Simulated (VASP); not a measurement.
# Na (C2/m) in VASP: notebook, part 2 of 2

VASP 6.6.1. Earlier steps stand in the parts before.

## Step 4: Single point, PBEsol (atom 1 (Na) moved by (-0.225, -0.450) A along y and z)

INCAR

```
SYSTEM = Na
PREC = Accurate ; ENCUT = 520
EDIFF = 1E-7 ; ISMEAR = 0
SIGMA = 0.15 ; LREAL = .FALSE.
LASPH = .TRUE. ; NELM = 80
ALGO = Fast ; ISIF = 2
LWAVE = .FALSE. ; LCHARG = .TRUE.
GGA = PS ; LELF = .TRUE.
LVHAR = .TRUE. ; NBANDS = 14
```

KPOINTS

```
regular mesh
0
G
  12 12 8
  0 0 0
```

POSCAR

```
Na
1.0
    3.7670009976      0.0000000000      0.0000000000
   -1.8835004988      3.2623185600      0.0000000000
    0.0000000000      0.0000000000      6.1540000000
Na
2
Direct
    0.2988486569      0.5976973138      0.1768768281
    0.6666666667      0.3333333333      0.7500000000
```

Potentials or basis: VASP PAW PBE potentials, release 64 (Na_pv).

Started as:

```sh
$ cat potpaw_PBE.64/Na_pv/POTCAR > POTCAR
$ mpirun -np 1 vasp_std > vasp.out
```

OUTCAR:

```text
SYSTEM = Na
   PREC = Accurate
   ENCUT = 520
   EDIFF = 1E-7
   ISMEAR = 0
   LREAL = .FALSE.
   LASPH = .TRUE.
   NELM = 80
   ISIF = 2
   GGA = PS

 ion  position               nearest neighbor table
   1  0.299  0.598  0.177-
   2  0.667  0.333  0.750-

  LATTYP: Found a hexagonal cell.
 ALAT       =     3.7670009976
 C/A-ratio  =     1.6336603054

  Lattice vectors:

 A1 = (   3.7670009976,   0.0000000000,   0.0000000000)
 A2 = (  -1.8835004988,   3.2623185600,   0.0000000000)
 A3 = (   0.0000000000,   0.0000000000,   6.1540000000)

Analysis of symmetry for initial positions (statically):
=====================================================================
 Subroutine PRICEL returns:
 Original cell was already a primitive cell.

 Routine SETGRP: Setting up the symmetry group for a
 hexagonal supercell.

 Subroutine GETGRP returns: Found  4 space group operations
 (whereof  2 operations were pure point group operations)
 out of a pool of 24 trial point group operations.

The static configuration has the point symmetry C_1h.
 The point group associated with its full space group is C_2h.

Analysis of symmetry for dynamics (positions and initial velocities):
=====================================================================
 Subroutine PRICEL returns:
 Original cell was already a primitive cell.

 Routine SETGRP: Setting up the symmetry group for a
 hexagonal supercell.

 Subroutine GETGRP returns: Found  4 space group operations
 (whereof  2 operations were pure point group operations)
 out of a pool of 24 trial point group operations.

The dynamic configuration has the point symmetry C_1h.
 The point group associated with its full space group is C_2h.

 Subroutine INISYM returns: Found  4 space group operations
 (whereof  2 operations are pure point group operations),
 and found     1 'primitive' translations

----------------------------------------------------------------------------------------

                                     Primitive cell

  volume of cell :      75.6275
[... 120 lines left out ...]
 non-spin polarized calculation
 RMM-DIIS sequential band-by-band and
 Gauss-broadening in eV      SIGMA  =   0.15
  energy-cutoff  :      520.00
  volume of cell :       75.63
 maximum number of plane-waves:      2059
   NGX = 13   NGY = 13   NGZ = 23

 number of electron      14.0000011 magnetization

 Free energy of the ion-electron system (eV)
  ---------------------------------------------------
  ext. energy  EPLUGINS =         0.00000000
  ---------------------------------------------------
  free energy    TOTEN  =        -2.73207168 eV

  energy without entropy =       -2.72181561  energy(sigma->0) =       -2.72694364

 E-fermi :   0.2460     XC(G=0):  -6.4288

 val. band max:        0.2233144562   @ k =   0.0000  -0.3333   0.3750
 cond. band min:       0.2560945029   @ k =   0.5000   0.3333   0.3750
 fundamental gap:      0.0327800466
 Fermi energy:         0.2459654002

 k-point     1 :       0.0000    0.0000    0.0000
  band No.  band energies     occupation
      1     -24.6090      2.00000
      2     -24.5741      2.00000
      3     -24.5654      2.00000
      4     -24.5616      2.00000
      5     -24.5610      2.00000
      6     -24.5606      2.00000
      7      -3.0072      2.00000
      8       0.8553      0.00000
      9       1.1781      0.00000
     10       9.9966      0.00000
     11      10.1138      0.00000
     12      10.2670      0.00000
     13      10.4764      0.00000
     14      10.7231      0.00000
[... 377 lines left out ...]
      1     -24.6019      2.00000
      2     -24.5971      2.00000
      3     -24.5769      2.00000
      4     -24.5741      2.00000
      5     -24.5666      2.00000
      6     -24.5643      2.00000
      7      -0.9190      2.00000
      8       2.3393      0.00000
      9       2.7643      0.00000
     10       3.4429      0.00000
     11       5.8033      0.00000
     12       6.0712      0.00000
     13       6.9933      0.00000
     14       9.3390      0.00000

 [... further k-points ...]

------------------------ aborting loop because EDIFF is reached ----------------------------------------

  FORCE on cell =-STRESS in cart. coord.  units (eV):
  Direction    XX          YY          ZZ          XY          YZ          ZX
  --------------------------------------------------------------------------------------
  -------------------------------------------------------------------------------------
  Total        0.1095016     -0.1069126      0.1183220      0.0000000      0.0524536      0.0000000
  in kB        2.3198049     -2.2649556      2.5066669      0.0000000      1.1112351      0.0000000
  external PRESSURE =       0.8538388 kB  Pullay stress =       0.0000000 kB

 VOLUME and BASIS-vectors are now :
 -----------------------------------------------------------------------------
  energy-cutoff  :      520.00
  volume of cell :       75.63
      direct lattice vectors                 reciprocal lattice vectors
     3.767000998  0.000000000  0.000000000     0.265463163  0.153265229  0.000000000
    -1.883500499  3.262318560  0.000000000     0.000000000  0.306530457  0.000000000
     0.000000000  0.000000000  6.154000000     0.000000000  0.000000000  0.162495938

 POSITION                                       TOTAL-FORCE (eV/Angst)
 -----------------------------------------------------------------------------------
      0.00000      1.94988      1.08850         0.000000      0.030608      0.320734
      1.88350      1.08744      4.61550        -0.000000     -0.030608     -0.320734
 -----------------------------------------------------------------------------------
    total drift:                                0.000000     -0.000018      0.000004

  FREE ENERGIE OF THE ION-ELECTRON SYSTEM (eV)
  ---------------------------------------------------
  free  energy   TOTEN  =        -2.7320716770 eV

  energy  without entropy=       -2.7218156121  energy(sigma->0) =       -2.72694364
```

OSZICAR:

```text
N       E                     dE             d eps       ncg     rms          rms(c)
DAV:   1     0.100985741982E+03    0.10099E+03   -0.75653E+03  8960   0.957E+02
DAV:   2     0.128810944670E+01   -0.99698E+02   -0.98644E+02  9230   0.277E+02
DAV:   3    -0.269324620163E+01   -0.39814E+01   -0.39775E+01 11402   0.636E+01
DAV:   4    -0.274842306753E+01   -0.55177E-01   -0.55175E-01  9902   0.811E+00
DAV:   5    -0.274966336435E+01   -0.12403E-02   -0.12403E-02 11576   0.124E+00    0.428E-01
RMM:   6    -0.273631975157E+01    0.13344E-01   -0.53277E-03 10640   0.876E-01    0.243E-01
RMM:   7    -0.273198275651E+01    0.43370E-02   -0.59915E-03 10225   0.755E-01    0.720E-02
RMM:   8    -0.273202872534E+01   -0.45969E-04   -0.16992E-03 11812   0.604E-01    0.265E-02
RMM:   9    -0.273206869879E+01   -0.39973E-04   -0.81329E-04 12195   0.315E-01    0.207E-02
RMM:  10    -0.273207007447E+01   -0.13757E-05   -0.27041E-04 12487   0.217E-01    0.128E-02
RMM:  11    -0.273209025414E+01   -0.20180E-04   -0.11909E-04 12475   0.981E-02    0.295E-02
RMM:  12    -0.273207310115E+01    0.17153E-04   -0.14589E-05 11675   0.415E-02    0.950E-03
RMM:  13    -0.273207169730E+01    0.14039E-05   -0.86228E-06 11358   0.250E-02    0.251E-03
RMM:  14    -0.273207180553E+01   -0.10823E-06   -0.12558E-06 12862   0.107E-02    0.248E-03
RMM:  15    -0.273207169591E+01    0.10962E-06   -0.25834E-07  7700   0.661E-03    0.196E-03
RMM:  16    -0.273207167700E+01    0.18910E-07   -0.32712E-07  8769   0.831E-03
   1 F= -.27320717E+01 E0= -.27269436E+01  d E =-.102561E-01
```

stdout:

```text
POSCAR found type information on POSCAR Na
 POSCAR found :  1 types and       2 ions
 scaLAPACK will be used
 -----------------------------------------------------------------------------
|                                                                             |
|                                                                             |
|     You enforced a specific xc type in the INCAR file but a different       |
|     I HOPE YOU KNOW WHAT YOU ARE DOING!                                     |
|                                                                             |
 -----------------------------------------------------------------------------

 LDA part: xc-table for (Slater+PW92), standard interpolation
 POSCAR, INCAR and KPOINTS ok, starting setup
 FFT: planning ... GRIDC
 FFT: planning ... GRID_SOFT
 FFT: planning ... GRID
 WAVECAR not read
 entering main loop
```

Run time: 8.6 min. Hardware: 1 thread of Intel Xeon 8259CL, shared host; peak memory 0.37 GiB.

Results:

| Item | Value |
| --- | --- |
| Free energy | -2.7321 eV |
| Pressure | 0.1 GPa |
| Largest force | 0.322 eV/Å |
| Band gap on the k mesh | zero (bands 7 and 8 overlap by 3.83 eV) |

Forces on the atoms (eV/Å):
```
Na   0.000  0.031  0.321
Na   0.000 -0.031 -0.321
```

Stress tensor (GPa, compression positive):
```
 0.23  0.00  0.00
 0.00 -0.23  0.11
 0.00  0.11  0.25
```

Levels at points of the mesh, in eV from the Fermi level:
```tsv
k point	band 3	band 4	band 5	band 6	band 7	band 8	band 9	band 10	band 11	band 12
(0.00, 0.00, 0.00)	-24.81	-24.81	-24.81	-24.81	-3.25	0.61	0.93	9.75	9.87	10.02
(0.50, 0.00, 0.00)	-24.82	-24.82	-24.82	-24.81	0.22	0.33	3.88	3.90	4.35	4.47
(0.00, 0.50, 0.00)	-24.83	-24.82	-24.81	-24.81	0.19	0.37	3.88	3.90	4.20	4.52
(0.00, 0.00, 0.50)	-24.81	-24.81	-24.81	-24.81	-2.49	-1.93	5.43	5.48	10.24	10.26
(0.50, 0.00, 0.50)	-24.82	-24.82	-24.81	-24.81	0.86	0.99	1.63	1.68	7.28	7.55
(0.00, 0.50, 0.50)	-24.83	-24.82	-24.81	-24.81	0.83	1.06	1.57	1.68	7.27	7.56
```

Caveat: the cell differs from its parent crystal (atom 1 (Na) moved by (-0.225, -0.450) A along y and z); the PAW data sets were made with another functional, which shifts forces and pressure a little.

## Step 5: Overview

| cell | further INCAR settings | gap on the mesh (eV) | pressure (GPa) | largest force (eV/Å) |
| --- | --- | --- | --- | --- |
| as given, atomic positions A | ALGO = Fast; EDIFF = 1e-06; NBANDS = 14 | none | 0.2 | 0.36 |
| as given, atomic positions B | ALGO = Fast; EDIFF = 1e-07; NBANDS = 14 | none | -0.2 | 0.16 |
| as given, atomic positions C | ALGO = Fast; EDIFF = 1e-07; NBANDS = 14 | none | 0.1 | 0.32 |

Alike in all rows: task single point; level PBEsol; potentials or basis VASP PAW PBE potentials, release 64 (Na_pv); no spin polarisation; k mesh 12 × 12 × 8; cutoff (eV) 520; smearing gaussian 0.15 eV.

Caveats: the PAW data sets were made with another functional, which shifts forces and pressure a little.

Absolute energies hang on the potentials; compare differences alone.

The gap in the log of VASP goes by the Fermi energy; the results here count the filled bands.